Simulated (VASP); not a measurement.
Runs of VASP 6.6.1 on BN. The structure is hexagonal, space group P6_3mc (No. 186). The conventional cell has a = 2.544 Å, b = 2.544 Å, c = 4.208 Å, α = 90.00°, β = 90.00°, γ = 120.00°. B (site symmetry 3m) has 4 N at 1.56 to 1.58 Å within 2.1 Å. N (site symmetry 3m) has 4 B at 1.56 to 1.58 Å within 2.1 Å. 

```tsv
task	level	potentials or basis	k mesh	cutoff (eV)	grid for exact exchange (PRECFOCK)	screening parameter	GW scheme	GW iterations	cutoff of the response function	gap on the mesh (eV)	pressure (GPa)	largest force (eV/Å)
single point	HSE06	VASP PAW PBE potentials, release 64 (B, N)	6 × 6 × 4	520	Normal	0.2079 1/Å	-	-	-	6.51	(c)	0.01
single point	PBE	VASP PAW PBE potentials, release 64 (B, N)	6 × 6 × 4	520	-	-	-	-	-	5.19	5.0	-
single point	r2SCAN	VASP PAW PBE potentials, release 64 (B, N)	6 × 6 × 4	520	-	-	-	-	-	(a)	1.1	-
single point	PBE	VASP PAW PBE potentials, release 64 (B, N)	9 × 9 × 4	520	-	-	-	-	-	5.19	(b)	0.01
single point	LDA	VASP PAW LDA potentials, release 64 (B, N)	6 × 6 × 4	520	-	-	-	-	-	4.96	-8.4	-
```

Alike in all rows: no spin polarisation; cell a = 2.544, b = 2.544, c = 4.208 Å, angles 90.0, 90.0, 120.0°, 4 atoms; smearing gaussian 0.01 eV.

Problem. Fill in the values left out.

Solution. (a) 5.72; (b) 4.9; (c) -3.9.

Caveats: some runs use coarse meshes; the PAW data sets were made with another functional, which shifts forces and pressure a little (some runs).

A k mesh can miss the band edges.
